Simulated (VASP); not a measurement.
Mg (a cell with a defect), 23 atoms in the cell. The cell holds a defect, 23 atoms: a = 8.768 Å, b = 8.768 Å, c = 8.768 Å, α = 80.41°, β = 70.53°, γ = 60.00°. 

* Program: VASP 6.6.1
* Task: single point
* Functional: PBE
* Potentials or basis: VASP PAW PBE potentials, release 64 (Mg)
* Cutoff: 520 eV
* k mesh: 4 × 4 × 4
* Occupations: gaussian, width 0.1 eV
* Spin: no spin polarisation
* Dipole correction: no
* Further INCAR settings: LREAL = Auto; ALGO = Normal; EDIFF = 1e-07; NBANDS = 40

Potentials or basis: VASP PAW PBE potentials, release 64 (Mg).

Run with:

```bash
$ cat potpaw_PBE.64/Mg/POTCAR > POTCAR
$ mpirun -np 1 vasp_std > vasp.out
```

Hardware: 1 thread of Intel(R) Xeon(R) Platinum 8488C (Sapphire Rapids), with other jobs on the host.

Q: How long does it take, and how much memory?

A: Wall time 11 min on 1 thread of Intel(R) Xeon(R) Platinum 8488C (Sapphire Rapids), with other jobs on the host, peak memory 0.82 GiB. Counts: scf iterations 13, k points 24.
